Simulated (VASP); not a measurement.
A run of VASP 6.6.1 is set up as follows.

Contents of INCAR:

```
ALGO = Normal
EDIFF = 1E-6
ENCUT = 520
GGA = CA
ISIF = 2
ISMEAR = -1
LASPH = True
LCHARG = False
LREAL = False
LWAVE = False
NBANDS = 12
NELM = 60
PREC = Accurate
SIGMA = 0.05
```

KPOINTS

```
k-points
0
Gamma
  16 16 15
```

The input POSCAR:

```
Nb
1.0
    2.8009076778      0.0000000000      0.0000000000
   -1.4004538389      2.4256572027      0.0000000000
    0.0000000000      0.0000000000      2.6709705792
Nb
1
Direct
    0.0000000000      0.0000000000      0.0000000000
```

Potentials or basis: VASP PAW LDA potentials, release 64 (Nb_sv).

The run is started by

```bash
$ cat potpaw_LDA.64/Nb_sv/POTCAR > POTCAR
$ mpirun -np 1 vasp_std > vasp.out
```

Question: Estimate the band gap on the k mesh.

Answer: Zero (an odd number of electrons rules out a gap without spin polarisation).

Question: Predict the pressure.

Answer: 1.0 GPa.
